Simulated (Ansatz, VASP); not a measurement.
**ZnS in VASP and in Ansatz**

```
Zn S
1.0
     0.00000    2.69409    2.69409
     2.69409    0.00000    2.69409
     2.69409    2.69409    0.00000
Zn S
1 1
Direct
  0.00000 0.00000 0.00000
  0.25000 0.25000 0.25000
```

Alike in both runs: task single point; functional PBE-based screened hybrid; k mesh 4 × 4 × 4; no spin polarisation.

|  | VASP | Ansatz |
| --- | --- | --- |
| version | VASP 6.6.1 | Ansatz 0.2.0 |
| potentials or method | VASP PAW PBE potentials, release 64 (Zn, S) | plane waves |
| plane-wave cutoff (eV) | 520 | 420 |
| occupations | gaussian, width 0.01 eV | fixed |
| valence electrons in the cell | 18 | 18 |

|  | VASP | Ansatz | Ansatz less VASP |
| --- | --- | --- | --- |
| gap on the k mesh at the Fermi level (eV) | 2.77 | 2.76 | -0.010 |
| pressure (GPa) | 2.3 | 2.2 | -0.04 |

VASP's potentials were made for PBE, not for PBE-based screened hybrid. Ansatz's warnings: stress exchange threshold loose, stress scf threshold loose.

The k mesh is coarse, so the values compare programs but aren't converged.
